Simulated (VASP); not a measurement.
Set up this calculation in VASP 6.6.1, as the native input.

```
Task                   : electric field gradients
Functional             : LDA
Potentials or basis    : VASP PAW LDA potentials, release 64 (La, Sb)
Cutoff                 : 520 eV
k mesh                 : 10 × 10 × 10
Occupations            : fermi-dirac, width 0.05 eV
Spin                   : no spin polarisation
Hubbard terms          : La f U = 2.0 eV
Dipole correction      : no
Further INCAR settings : ALGO = Normal; EDIFF = 1e-08; NBANDS = 15
```

The structure of LaSb lies in POSCAR:

```
LaSb
1.0
    0.0000000000      2.4866741081      2.4866741081
    2.4866741081      0.0000000000      2.4866741081
    2.4866741081      2.4866741081      0.0000000000
La Sb
1 1
Direct
    0.0000000000      0.0000000000      0.0000000000
    0.5000000000      0.5000000000      0.5000000000
```

These files were run (other wordings do the same):

INCAR

```
PREC = Accurate
ENCUT = 520
EDIFF = 1E-8
ISMEAR = -1
SIGMA = 0.05
LREAL = F
LASPH = T
NELM = 150
ALGO = Normal
ISIF = 2
LWAVE = F
LCHARG = F
LMAXMIX = 6
LDAU = T
LDAUTYPE = 2
LDAUL = 3 -1
LDAUU = 2 0
LDAUJ = 0 0
LDAUPRINT = 1
GGA = CA
LEFG = T
NBANDS = 15
```

KPOINTS

```
regular mesh
0
Gamma
  10 10 10
```

Potentials or basis: VASP PAW LDA potentials, release 64 (La, Sb).

Launch:

```console
$ cat potpaw_LDA.64/La/POTCAR potpaw_LDA.64/Sb/POTCAR > POTCAR
$ mpirun -np 1 vasp_std > vasp.out
```

Results of the run:

```
Pressure                                : 207.1 GPa
Band gap on the k mesh                  : zero (bands 8 and 9 overlap by 2.00 eV)
Largest electric field gradient by atom : zero within the noise of the run
```

Caveat: the cell stands under pressure; spin-orbit coupling is left out, which moves the levels of the heavy elements; U without spin polarisation on a metal has little footing; the U is typed as a test and isn't derived for this compound.

Run time: 13 s on 1 thread of Intel(R) Xeon(R) 6975P-C (Granite Rapids), on a shared host, peak memory 0.17 GiB.
